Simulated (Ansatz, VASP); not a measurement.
## One calculation of CdHg2Se3, two programs

```
Cd Hg Se
1.0
    -2.20744    2.20744    9.34918
     2.20744   -2.20744    9.34918
     2.20744    2.20744   -9.34918
Cd Hg Se
1 2 3
Direct
  0.50000 0.50000 0.00000
  0.83394 0.83394 0.00000
  0.16606 0.16606 0.00000
  0.25000 0.75000 0.50000
  0.58192 0.08192 0.50000
  0.91808 0.41808 0.50000
```

Alike in both runs: functional PBE; k mesh 12 × 12 × 12; occupations fermi-dirac, width 0.15 eV; no spin polarisation.

Ansatz relaxed the structure, and its values are those at the end. VASP's run is a single point on that final structure, the one shown.

|  | VASP | Ansatz |
| --- | --- | --- |
| version | VASP 6.6.1 | Ansatz 0.2.0 |
| potentials or method | VASP PAW PBE potentials, release 64 (Cd, Hg, Se), cutoff 520 eV | scalar-relativistic, plane waves, PAW |
| valence electrons in the cell | 54 | 108 |

VASP gave:

- gap on the k mesh at the Fermi level (eV): none
- pressure (GPa): 0.2

Problem. Which values does Ansatz return?

Solution. gap on the k mesh at the Fermi level (eV): none; pressure (GPa): 0.0.

A gap of «none» marks a metal or a gap that the smearing closes. With one functional, cell and mesh, what is left measures potentials, basis and numerics. VASP's potentials hold 54 valence electrons a cell and Ansatz's 108, so a difference there can come from the potentials and not from the codes.

Spin-orbit coupling is off throughout.
